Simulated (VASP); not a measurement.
AlFe3:

```xyz
4
Lattice="3.6393 0.0000 0.0000 0.0000 3.6393 0.0000 0.0000 0.0000 3.6393" Properties=species:S:1:pos:R:3 pbc="T T T"
Al    0.0000    0.0000    0.0000
Fe    0.0000    1.8196    1.8196
Fe    1.8196    0.0000    1.8196
Fe    1.8196    1.8196    0.0000
```

Base run:

* Program: VASP 6.6.1
* Functional: r2SCAN
* Potentials or basis: VASP PAW PBE potentials, release 64 (Al, Fe)
* Cutoff: 520 eV
* k mesh: 12 × 12 × 12
* Occupations: gaussian, width 0.1 eV
* Spin: collinear spin, ferromagnetic start
* Starting moments: [0.0, 4.0, 4.0, 4.0] μB

Its results: pressure 0.2 GPa.

Question: The run is repeated on the same cell with these changes: spin from collinear spin, ferromagnetic start to no spin polarisation; further incar settings from ALGO = Normal; EDIFF = 1e-07; NBANDS = 26 to ALGO = Normal; EDIFF = 1e-06; NBANDS = 22. What comes out?

Answer: Pressure -19.7 GPa.

Caveats: the PAW data sets were made with another functional, which shifts forces and pressure a little; the cell stands under tension (at least some runs).
